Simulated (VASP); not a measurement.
Write the native input for VASP 6.6.1 that does the following.

```
Task                   : relaxation of shape and atoms at fixed volume
Functional             : PBE
Potentials or basis    : VASP PAW PBE potentials, release 64 (Fe)
Cutoff                 : 600 eV
k mesh                 : 21 × 21 × 12
Occupations            : gaussian, width 0.1 eV
Spin                   : no spin polarisation
Dipole correction      : no
Further INCAR settings : ALGO = Normal; EDIFF = 1e-06; IBRION = 2; EDIFFG = -0.01; NSW = 50; ISIF = 4
```

The structure of Fe lies in POSCAR:

```
Fe
1.0
    2.5411690674      0.0000000000      0.0000000000
   -1.2705845337      2.2007169676      0.0000000000
    0.0000000000      0.0000000000      4.0120369848
Fe
2
Direct
    0.3333333333      0.6666666667      0.2500000000
    0.6666666667      0.3333333333      0.7500000000
```

This isn't the form of Fe at room conditions, which is bcc.

The input as run:

INCAR

```
PREC = Accurate ; ENCUT = 600
EDIFF = 1E-6 ; ISMEAR = 0
SIGMA = 0.1 ; LREAL = False
LASPH = True ; NELM = 80
ALGO = Normal ; ISIF = 4
LWAVE = False ; LCHARG = False
GGA = PE ; IBRION = 2
NSW = 50 ; EDIFFG = -0.01
```

KPOINTS

```
Automatic mesh
0
Gamma
  21 21 12
```

Potentials or basis: VASP PAW PBE potentials, release 64 (Fe).

The run is started by

```sh
$ cat potpaw_PBE.64/Fe/POTCAR > POTCAR
$ mpirun -np 1 vasp_std > vasp.out
```

Results of the run:

```
Energy gained by relaxing : 0.0 meV/atom
Ionic steps               : 2
Pressure after relaxing   : -22.5 GPa
Band gap on the k mesh    : zero (bands 8 and 9 overlap by 1.63 eV)
```

Caveat: the run has no spin polarisation, though such a crystal can be magnetic.

Wall time 50 s on 1 thread of Intel(R) Xeon(R) 6975P-C (Granite Rapids) (shared host), peak memory 0.22 GiB.
